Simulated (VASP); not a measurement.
A run of VASP 6.6.1 is set up as follows.

INCAR

```
ALGO     = Fast           # electronic algorithm
EDIFF    = 1E-7           # SCF threshold, eV
ENCUT    = 520            # plane-wave cutoff, eV
GGA      = PE             # functional
ISIF     = 2              # what is computed and relaxed
ISMEAR   = 0              # smearing method
LASPH    = True           # aspherical terms in the spheres
LCHARG   = False          # write CHGCAR
LREAL    = False          # projectors in reciprocal space
LWAVE    = False          # write WAVECAR
NBANDS   = 21             # bands
NELM     = 80             # most SCF steps
PREC     = Accurate       # precision mode
SIGMA    = 0.1            # smearing width, eV
```

The input KPOINTS:

```
k-points
0
Gamma
  16 16 16
```

POSCAR

```
Mo
1.0
    3.1447991747      0.0000000000      0.0000000000
    0.0000000000      3.1447991747      0.0000000000
    0.0000000000      0.0000000000      3.2238142294
Mo
2
Direct
    0.0000000000      0.0000000000      0.0000000000
    0.5000000000      0.5000000000      0.5000000000
```

Potentials or basis: VASP PAW PBE potentials, release 64 (Mo_sv).

Run with:

```bash
$ cat potpaw_PBE.64/Mo_sv/POTCAR > POTCAR
$ mpirun -np 1 vasp_std > vasp.out
```

Q: Predict the band gap on the k mesh.

A: Zero (bands 14 and 15 overlap by 2.28 eV).

Q: Predict the pressure.

A: -1.9 GPa.

Stress tensor (GPa, compression positive):
```
 0.59  0.00  0.00
 0.00  0.59  0.00
 0.00  0.00 -6.79
```

Caveat: the cell differs from its parent crystal (uniaxial strain along c: +2.0 %).
